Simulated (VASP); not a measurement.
**Sn3Se: single point with PBE**

Crystal: Sn3Se.

```
Sn Se
1.0
     4.64508    0.00000    0.00000
     0.00000    4.64508    0.00000
     0.00000    0.00000    4.64508
Sn Se
3 1
Cartesian
  2.3225 2.3225 0.0000
  2.3225 0.0000 2.3225
  0.0000 2.3225 2.3225
  0.0000 0.0000 0.0000
```

| Item | Value |
| --- | --- |
| Program | VASP 6.6.1 |
| Task | single point |
| Functional | PBE |
| Potentials or basis | VASP PAW PBE potentials, release 64 (Sn_d, Se) |
| Cutoff | 520 eV |
| k mesh | 6 × 6 × 6 |
| Occupations | fermi-dirac, width 0.05 eV |
| Spin | no spin polarisation |
| Dipole correction | no |
| Further INCAR settings | ALGO = Normal; EDIFF = 1e-07; NBANDS = 32 |

| Item | Value |
| --- | --- |
| Pressure | 3.6 GPa |
| Band gap on the k mesh | zero (band 24 reaches 10.13 eV, above the bottom of band 25 at 7.63 eV) |

Levels at points of the mesh, in eV from the Fermi level:
```tsv
k point	band 20	band 21	band 22	band 23	band 24	band 25	band 26	band 27	band 28	band 29
(0.00, 0.00, 0.00)	-4.61	-4.61	-4.61	-0.04	-0.04	-0.04	2.41	2.41	2.41	4.30
(0.50, 0.00, 0.00)	-3.47	-3.47	-1.99	-1.92	-1.92	-0.25	2.12	2.34	2.34	2.50
(0.50, 0.50, 0.00)	-2.74	-2.47	-2.01	-2.01	-0.55	0.03	0.03	0.08	3.40	3.40
(0.50, 0.50, 0.50)	-5.60	-5.60	-5.60	-5.01	2.17	2.17	2.17	6.28	6.28	6.55
```

Run time: 56 s on 1 thread of AMD EPYC 7R43 64-Core Processor (Zen 3) (shared host), peak memory 0.19 GiB.

Caveat: spin-orbit coupling is left out, which moves the levels of the heavy elements.
